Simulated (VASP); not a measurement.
Here is a VASP 6.6.1 calculation.

The input INCAR:

```
  PREC = Accurate
  ENCUT = 520
  EDIFF = 1E-6
  ISMEAR = -1
  SIGMA = 0.05
  LREAL = Auto
  LASPH = T
  NELM = 100
  ALGO = Normal
  ISIF = 2
  LWAVE = F
  LCHARG = F
  GGA = PE
  NBANDS = 70
```

The input KPOINTS:

```
Automatic mesh
0
Gamma
  2 2 2
  0.5 0.5 0.5
```

The input POSCAR:

```
HfC
1.0
   -4.6654486185      4.6654486185      0.0000000000
   -4.6654486185      0.0000000000      4.6654486185
    0.0000000000      4.6654486185      4.6654486185
Hf C
8 8
Direct
    0.7493556967      0.7494551512      0.7437230122
    0.2525877137      0.7527183958      0.7526210847
    0.7337182938      0.2461812558      0.7584203127
    0.7440988603      0.7562983302      0.2560092496
    0.2530690179      0.2609227107      0.7414754256
    0.2648258723      0.7543603601      0.2445369338
    0.7593375878      0.2315448284      0.2479168874
    0.2420881875      0.2476537831      0.2551990382
   -0.0021436309     -0.0061087373      0.0095943614
    0.5016699768     -0.0018891002      0.0096435528
   -0.0022949562      0.5007670625      0.0058907518
   -0.0001149943      0.0084038006      0.4956990611
    0.5016441486      0.5091184566     -0.0119053931
    0.5122679929      0.0049913742      0.4956359375
    0.0015073577      0.4959680599      0.4968856566
    0.5011164394      0.5016051384      0.5000093647
```

Potentials or basis: VASP PAW PBE potentials, release 64 (Hf_pv, C).

Command:

```console
$ cat potpaw_PBE.64/Hf_pv/POTCAR potpaw_PBE.64/C/POTCAR > POTCAR
$ mpirun -np 1 vasp_std > vasp.out
```

Question: Estimate the band gap on the k mesh.

Answer: 0.49 eV.

Question: What does it give for the largest force?

Answer: 2.013 eV/Å.

Question: Predict the pressure.

Answer: -1.2 GPa.

Forces in eV/Å, atoms in the order of the input:
```
Hf  -0.172  1.152  0.047
Hf   0.680 -0.338  0.250
Hf  -1.604  0.554 -0.263
Hf   0.069  0.578 -1.480
Hf   0.818 -0.222  0.163
Hf   1.282 -0.466 -0.207
Hf  -1.386 -0.584  1.337
Hf  -0.797 -0.274  0.600
C   -0.607 -0.317 -0.383
C   -0.032 -0.675 -0.398
C   -0.326 -0.205 -0.502
C    0.471  0.357 -0.256
C    0.382  0.505  0.175
C    1.101 -0.388  0.204
C   -0.167  0.405  0.553
C    0.288 -0.084  0.159
```

Caveat: the k points lie up to 0.58 Å⁻¹ apart; spin-orbit coupling is left out, which moves the levels of the heavy elements; forces of over 1 eV/Å act on the atoms, so gaps and moduli don't describe the material at rest. A k mesh can miss the band edges.
